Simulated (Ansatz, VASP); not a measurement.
# B in VASP and in Ansatz

The input INCAR:

```
SYSTEM = B
ALGO = Normal ; EDIFF = 1E-6
ENCUT = 520 ; GGA = PE
ISIF = 2 ; ISMEAR = 0
LASPH = .True. ; LCHARG = .True.
LELF = .True. ; LREAL = .False.
LVHAR = .True. ; LWAVE = .False.
NBANDS = 18 ; NELM = 100
PREC = Accurate ; SIGMA = 0.1
```

KPOINTS

```
k-points
0
Gamma
  6 6 2
  0 0 0
```

File POSCAR:

```
B
1.0
    2.4741264900      0.0000000000      0.0000000000
   -1.2370632500      2.1426563900      0.0000000000
    0.0000000000      0.0000000000      8.2844254800
B
6
Direct
    0.0000000000      0.0000000000      0.0000000000
    0.3333333300      0.6666666700      0.1666666700
    0.6666666700      0.3333333300      0.3333333300
    0.3333333300      0.6666666700      0.5000000000
    0.6666666700      0.3333333300      0.6666666700
    0.3333333300      0.6666666700      0.8333333300
```

Input for Ansatz:

```yaml
crystal:
  lattice:
    - [2.47412649, 0.0, 0.0]
    - [-1.23706325, 2.14265639, 0.0]
    - [0.0, 0.0, 8.28442548]
  atoms:
    - { symbol: B, position: [0.0, 0.0, 0.0] }
    - { symbol: B, position: [0.33333333, 0.66666667, 0.16666667] }
    - { symbol: B, position: [0.66666667, 0.33333333, 0.33333333] }
    - { symbol: B, position: [0.33333333, 0.66666667, 0.5] }
    - { symbol: B, position: [0.66666667, 0.33333333, 0.66666667] }
    - { symbol: B, position: [0.33333333, 0.66666667, 0.83333333] }
basis:
  ecutwfc: 420
kpoints:
  mp_grid: { grid: [6, 6, 2] }
hamiltonian:
  xc: pbe
scf:
  occupations: { method: gaussian, width: 0.1 }
  lower_state_search: "off"
output:
  forces: true
  stress: true
  eigenvalues: true
```

Alike in both runs: task single point; functional PBE; k mesh 6 × 6 × 2; occupations gaussian, width 0.1 eV; no spin polarisation.

|  | VASP | Ansatz |
| --- | --- | --- |
| version | VASP 6.6.1 | Ansatz 0.2.0 |
| potentials or method | VASP PAW PBE potentials, release 64 (B), cutoff 520 eV | scalar-relativistic, plane waves, PAW |
| valence electrons in the cell | 18 | 18 |

Ansatz gave:

| Property | Result |
| --- | --- |
| gap on the k mesh at the Fermi level (eV) | none |
| pressure (GPa) | -19.7 |
| traceless stress, the component that is largest in VASP (GPa) | -4.78 |
| rms of the force components (eV/Å) | 0.162 |

**Question.** Which values does VASP return?

**Answer.** gap on the k mesh at the Fermi level (eV): none; pressure (GPa): -19.7; traceless stress, the component that is largest in VASP (GPa): -4.81; rms of the force components (eV/Å): 0.162.

Atom by atom the forces differ by 0.000 eV/Å (rms over components). A gap of «none» marks a metal or a gap that the smearing closes.

The k mesh is coarse, so the values compare programs but aren't converged.
